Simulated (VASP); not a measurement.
# Hf5TiN6 (P-62m) in VASP: further runs

Hf5TiN6 is run at these levels: PBE; tasks: single point.

All numbers are computed with VASP 6.6.1; they aren't measurements. Logs are shortened: lines on timing, memory, paths and dates and some standing lists are left out, and cuts for length are marked.

## Step 1: The cell of the first run

It takes space group P-62m (No. 189, hexagonal). Conventional cell: a = 5.419 Å, b = 5.419 Å, c = 5.408 Å, α = 90.00°, β = 90.00°, γ = 120.00°. Hf (site symmetry -6) has 6 N at 2.25 Å within 3.0 Å. Hf (site symmetry m2m) has 6 N at 2.25 to 2.29 Å and 10 Hf at 3.11 to 3.26 Å and 2 Ti at 3.24 Å within 3.3 Å. Within 3.0 Å of Ti (site symmetry -62m) lie 6 N at 2.24 Å. Within 3.2 Å of N (site symmetry m) lie 1 Ti at 2.24 Å and 5 Hf at 2.25 to 2.29 Å and 8 N at 2.68 to 3.14 Å.

## Step 2: Single point, PBE, collinear spin

File INCAR:

```
SYSTEM = Hf5TiN6
PREC = Accurate
ENCUT = 520
EDIFF = 1E-6
ISMEAR = 0
SIGMA = 0.1
LREAL = .FALSE.
LASPH = .TRUE.
NELM = 150
ALGO = Normal
ISIF = 2
LWAVE = .FALSE.
LCHARG = .FALSE.
ISPIN = 2
MAGMOM = 0 0 0 0 0 1 0 0 0 0 0 0
LORBIT = 11
LMAXMIX = 4
GGA = PE
NBANDS = 62
```

File KPOINTS:

```
Automatic mesh
0
G
  6 6 4
  0 0 0
```

File POSCAR:

```
Hf5TiN6
1.0
    5.4189822000      0.0000000000      0.0000000000
   -2.7094911000      4.6929762000      0.0000000000
    0.0000000000      0.0000000000      5.4077752000
Hf Ti N
5 1 6
Direct
    0.3333333000      0.6666667000      0.5000000000
    0.6666667000      0.3333333000      0.5000000000
    0.0000000000      0.6690290000      0.0000000000
    0.6690290000      0.0000000000      0.0000000000
    0.3309710000      0.3309710000      0.0000000000
    0.0000000000      0.0000000000      0.5000000000
    0.0000000000      0.3304780000      0.7475160000
    0.6695220000      0.6695220000      0.7475160000
    0.3304780000      0.0000000000      0.7475160000
    0.0000000000      0.3304780000      0.2524840000
    0.6695220000      0.6695220000      0.2524840000
    0.3304780000      0.0000000000      0.2524840000
```

Potentials or basis: VASP PAW PBE potentials, release 64 (Hf_pv, Ti_sv, N).

On the command line:

```sh
cat potpaw_PBE.64/Hf_pv/POTCAR potpaw_PBE.64/Ti_sv/POTCAR potpaw_PBE.64/N/POTCAR > POTCAR
mpirun -np 1 vasp_std > vasp.out
```

OUTCAR:

```text
SYSTEM = Hf5TiN6
   PREC = Accurate
   ENCUT = 520
   EDIFF = 1E-6
   ISMEAR = 0
   LREAL = .FALSE.
   LASPH = .TRUE.
   NELM = 150
   ISIF = 2
   ISPIN = 2
   LORBIT = 11
   GGA = PE

 ion  position               nearest neighbor table
   1  0.333  0.667  0.500-   9 2.25  12 2.25  10 2.25   7 2.25  11 2.25   8 2.25   2 3.13   6 3.13
                             2 3.13   6 3.13   6 3.13   2 3.13   3 3.26   3 3.26   4 3.26   4 3.26
   2  0.667  0.333  0.500-   7 2.25  10 2.25   9 2.25  12 2.25  11 2.25   8 2.25   1 3.13   6 3.13
                             1 3.13   6 3.13   6 3.13   1 3.13   4 3.26   4 3.26   3 3.26   3 3.26
   3  0.000  0.669  0.000-   9 2.25  12 2.25  11 2.25   8 2.25   7 2.29  10 2.29   5 3.11   4 3.11
                             4 3.14   5 3.14   5 3.14   4 3.14   6 3.24   6 3.24   1 3.26   1 3.26
   4  0.669  0.000  0.000-   7 2.25   8 2.25  10 2.25  11 2.25   9 2.29  12 2.29   5 3.11   3 3.11
                             3 3.14   5 3.14   5 3.14   3 3.14   6 3.24   6 3.24   2 3.26   2 3.26
   5  0.331  0.331  0.000-   9 2.25  12 2.25  10 2.25   7 2.25  11 2.29   8 2.29   3 3.11   4 3.11
                             4 3.14   3 3.14   3 3.14   4 3.14   6 3.24   6 3.24   1 3.26   1 3.26
   6  0.000  0.000  0.500-   7 2.24   8 2.24  10 2.24  11 2.24   9 2.24  12 2.24   1 3.13   2 3.13
                             1 3.13   2 3.13   2 3.13   1 3.13   3 3.24   5 3.24   3 3.24   5 3.24
   7  0.000  0.330  0.748-   6 2.24   4 2.25   5 2.25   2 2.25   1 2.25   3 2.29
   8  0.670  0.670  0.748-   6 2.24   4 2.25   3 2.25   2 2.25   1 2.25   5 2.29
   9  0.330  0.000  0.748-   6 2.24   5 2.25   3 2.25   1 2.25   2 2.25   4 2.29
  10  0.000  0.330  0.252-   6 2.24   4 2.25   5 2.25   2 2.25   1 2.25   3 2.29
  11  0.670  0.670  0.252-   6 2.24   4 2.25   3 2.25   2 2.25   1 2.25   5 2.29
  12  0.330  0.000  0.252-   6 2.24   5 2.25   3 2.25   1 2.25   2 2.25   4 2.29

  LATTYP: Found a hexagonal cell.
 ALAT       =     5.4189822000
 C/A-ratio  =     0.9979318995

  Lattice vectors:

 A1 = (   5.4189822000,   0.0000000000,   0.0000000000)
 A2 = (  -2.7094911000,   4.6929762000,   0.0000000000)
 A3 = (   0.0000000000,   0.0000000000,   5.4077752000)

Analysis of symmetry for initial positions (statically):
=====================================================================
 Subroutine PRICEL returns:
 Original cell was already a primitive cell.

 Routine SETGRP: Setting up the symmetry group for a
 hexagonal supercell.

 Subroutine GETGRP returns: Found 12 space group operations
 (whereof 12 operations were pure point group operations)
 out of a pool of 24 trial point group operations.

The static configuration has the point symmetry D_3h.

Analysis of symmetry for dynamics (positions and initial velocities):
=====================================================================
 Subroutine PRICEL returns:
 Original cell was already a primitive cell.

 Routine SETGRP: Setting up the symmetry group for a
 hexagonal supercell.

 Subroutine GETGRP returns: Found 12 space group operations
 (whereof 12 operations were pure point group operations)
 out of a pool of 24 trial point group operations.

The dynamic configuration has the point symmetry D_3h.

Analysis of structural, dynamic, and magnetic symmetry:
=====================================================================
 Subroutine PRICEL returns:
 Original cell was already a primitive cell.

 Routine SETGRP: Setting up the symmetry group for a
 hexagonal supercell.

 Subroutine GETGRP returns: Found 12 space group operations
 (whereof 12 operations were pure point group operations)
 out of a pool of 24 trial point group operations.

The overall configuration has the point symmetry D_3h.

 Subroutine INISYM returns: Found 12 space group operations
 (whereof 12 operations are pure point group operations),
 and found     1 'primitive' translations

----------------------------------------------------------------------------------------

                                     Primitive cell

  volume of cell :     137.5260

  direct lattice vectors                    reciprocal lattice vectors
     5.418982200  0.000000000  0.000000000     0.184536498  0.106542198  0.000000000
    -2.709491100  4.692976200  0.000000000     0.000000000  0.213084396  0.000000000
     0.000000000  0.000000000  5.407775200     0.000000000  0.000000000  0.184918929

[... 102 lines left out ...]
   NSW    =      0    number of steps for IOM
   IBRION =     -1    ionic relax: 0-MD 1-quasi-New 2-CG
   NFREE  =      0    steps in history (QN), initial steepest desc. (CG)
   ISIF   =      2    stress and relaxation
   ISYM   =      2    0-nonsym 1-usesym 2-fastsym
   POTIM  = 0.5000    time-step for ionic-motion
   TEBEG  =    0.0;   TEEND  =   0.0 temperature during run
   PSTRESS=    0.0 pullay stress
   NELECT =      92.0000    total number of electrons
   NUPDOWN=      -1.0000    fix difference up-down
   EMIN   =  10.00;   EMAX   =-10.00  energy-range for DOS
   EFERMI =   0.00;   METHOD = LEGACY
   ISMEAR =     0;   SIGMA  =   0.10  broadening in eV -4-tet -1-fermi 0-gaus
   EFERMI_NEDOS =   21; number of points for ismear=-14 and -15
   IALGO  =     38    algorithm
   IMIX   =      4    mixing-type and parameters
     AMIX     =   0.40;   BMIX     =  1.00
     AMIX_MAG =   1.60;   BMIX_MAG =  1.00
  volume/ion in A,a.u.               =      11.46        77.34
  Fermi-wavevector in a.u.,A,eV,Ry     =   1.431779  2.705669 27.891807  2.049990
  Thomas-Fermi vector in A             =   2.551478
   LORBIT       =     11    0 simple, 1 ext, 2 COOP (PROOUT), +10 PAW based schemes
   GGA     = PE    functional components
   LHFCALC =     F    Hartree Fock is set to
   AEXX    =    0.0000 exact exchange contribution
   IVDW    =     0    specifies the selected vdW correction
   LEPSILON=     F    determine dielectric tensor
   LRPA    =     F    only Hartree local field effects (RPA)
 spin polarized calculation
 Gauss-broadening in eV      SIGMA  =   0.10
  energy-cutoff  :      520.00
  volume of cell :      137.53
 maximum number of plane-waves:      3747
   NGX = 21   NGY = 21   NGZ = 21

 number of electron      92.0000004 magnetization      -0.0079091

 number of electron      92.0000004 magnetization       0.0002171

 Free energy of the ion-electron system (eV)
  ---------------------------------------------------
  ext. energy  EPLUGINS =         0.00000000
  ---------------------------------------------------
  free energy    TOTEN  =      -127.76123184 eV

  energy without entropy =     -127.74193040  energy(sigma->0) =     -127.75158112

 E-fermi :   7.9862     XC(G=0): -12.6531

 val. band max:        7.9828963336   @ k =   0.5000   0.0000   0.5000
 cond. band min:       8.0082357904   @ k =   0.1667   0.1667   0.5000
 fundamental gap:      0.0253394568
 Fermi energy:         7.9861902919

 spin component 1

 k-point     1 :       0.0000    0.0000    0.0000
  band No.  band energies     occupation
      1     -49.5971      1.00000
      2     -25.9643      1.00000
      3     -25.8437      1.00000
      4     -25.8437      1.00000
      5     -23.4402      1.00000
      6     -23.2978      1.00000
[... 1270 lines left out ...]
     57      12.0783      0.00000
     58      12.0783      0.00000
 Fermi energy:         7.9861902919

 spin component 2

 k-point     1 :       0.0000    0.0000    0.0000
  band No.  band energies     occupation
      1     -49.5973      1.00000
      2     -25.9644      1.00000
      3     -25.8439      1.00000
      4     -25.8439      1.00000
      5     -23.4402      1.00000
      6     -23.2978      1.00000
[... 1270 lines left out ...]
     57      12.0784      0.00000
     58      12.0784      0.00000
 [bands above 58 left out]

------------------------ aborting loop because EDIFF is reached ----------------------------------------

  FORCE on cell =-STRESS in cart. coord.  units (eV):
  Direction    XX          YY          ZZ          XY          YZ          ZX
  --------------------------------------------------------------------------------------
  -------------------------------------------------------------------------------------
  Total       -2.0143937     -2.0143936     -0.6832062      0.0000000      0.0000000      0.0000000
  in kB      -23.4676834    -23.4676829     -7.9593515      0.0000000      0.0000000      0.0000000
  external PRESSURE =     -18.2982393 kB  Pullay stress =       0.0000000 kB

 VOLUME and BASIS-vectors are now :
 -----------------------------------------------------------------------------
  energy-cutoff  :      520.00
  volume of cell :      137.53
      direct lattice vectors                 reciprocal lattice vectors
     5.418982200  0.000000000  0.000000000     0.184536498  0.106542198  0.000000000
    -2.709491100  4.692976200  0.000000000     0.000000000  0.213084396  0.000000000
     0.000000000  0.000000000  5.407775200     0.000000000  0.000000000  0.184918929

 POSITION                                       TOTAL-FORCE (eV/Angst)
 -----------------------------------------------------------------------------------
     -0.00000      3.12865      2.70389         0.000000     -0.000000      0.000000
      2.70949      1.56433      2.70389         0.000000      0.000000      0.000000
     -1.81273      3.13974      0.00000        -0.009442      0.016355      0.000000
      3.62546      0.00000      0.00000         0.018885     -0.000000      0.000000
      0.89676      1.55324      0.00000        -0.009442     -0.016355      0.000000
      0.00000      0.00000      2.70389        -0.000000      0.000000      0.000000
     -0.89543      1.55093      4.04240        -0.028372      0.049142      0.039990
      1.81406      3.14205      4.04240        -0.028372     -0.049142      0.039990
      1.79085      0.00000      4.04240         0.056744     -0.000000      0.039990
     -0.89543      1.55093      1.36538        -0.028372      0.049142     -0.039990
      1.81406      3.14205      1.36538        -0.028372     -0.049142     -0.039990
      1.79085      0.00000      1.36538         0.056744     -0.000000     -0.039990
 -----------------------------------------------------------------------------------
    total drift:                                0.000000     -0.000000      0.000000

  FREE ENERGIE OF THE ION-ELECTRON SYSTEM (eV)
  ---------------------------------------------------
  free  energy   TOTEN  =      -127.7612318430 eV

  energy  without entropy=     -127.7419303999  energy(sigma->0) =     -127.75158112

 total charge

# of ion       s       p       d       tot
------------------------------------------
    1        0.297   6.585   1.721   8.603
    2        0.297   6.585   1.721   8.603
    3        0.298   6.579   1.725   8.602
    4        0.298   6.579   1.725   8.602
    5        0.298   6.579   1.725   8.602
    6        2.154   6.161   1.902  10.217
    7        1.234   2.501   0.000   3.736
    8        1.234   2.501   0.000   3.736
    9        1.234   2.501   0.000   3.736
   10        1.234   2.501   0.000   3.736
   11        1.234   2.501   0.000   3.736
   12        1.234   2.501   0.000   3.736
--------------------------------------------------
tot         11.047  54.077  10.518  75.642

 magnetization (x)

# of ion       s       p       d       tot
------------------------------------------
    1       -0.000  -0.000  -0.000  -0.000
    2       -0.000  -0.000  -0.000  -0.000
    3        0.000   0.000   0.000   0.000
    4        0.000   0.000   0.000   0.000
    5        0.000   0.000   0.000   0.000
    6       -0.000  -0.000  -0.000  -0.000
    7        0.000   0.000   0.000   0.000
    8        0.000   0.000   0.000   0.000
    9        0.000   0.000   0.000   0.000
   10        0.000   0.000   0.000   0.000
   11        0.000   0.000   0.000   0.000
   12        0.000   0.000   0.000   0.000
--------------------------------------------------
tot          0.000   0.000   0.000   0.000
```

It took 17 min on 1 thread of Intel Xeon 8259CL, shared host; peak memory 0.46 GiB.

What came out:

| Property | Result |
| --- | --- |
| Free energy | -127.7612 eV |
| Pressure | -1.8 GPa |
| Largest force | 0.069 eV/Å |
| Band gap on the k mesh | zero (filled and empty bands overlap) |
| Net moment | 0.00 μB per cell |
| Valence electrons inside the program's atomic spheres | Hf 8.60; Ti 10.22; N 3.74 |

Forces on the atoms (eV/Å):
```
Hf   0.000  0.000  0.000
Hf   0.000  0.000  0.000
Hf  -0.009  0.016  0.000
Hf   0.019  0.000  0.000
Hf  -0.009 -0.016  0.000
Ti   0.000  0.000  0.000
N   -0.028  0.049  0.040
N   -0.028 -0.049  0.040
N    0.057  0.000  0.040
N   -0.028  0.049 -0.040
N   -0.028 -0.049 -0.040
N    0.057  0.000 -0.040
```

Stress tensor (GPa, compression positive):
```
-2.35  0.00  0.00
 0.00 -2.35  0.00
 0.00  0.00 -0.80
```

Caveat: spin-orbit coupling is left out, which moves the levels of the heavy elements.

(Continued in part 2 of 2.)

The gap in the log of VASP goes by the Fermi energy; the results here count the filled bands.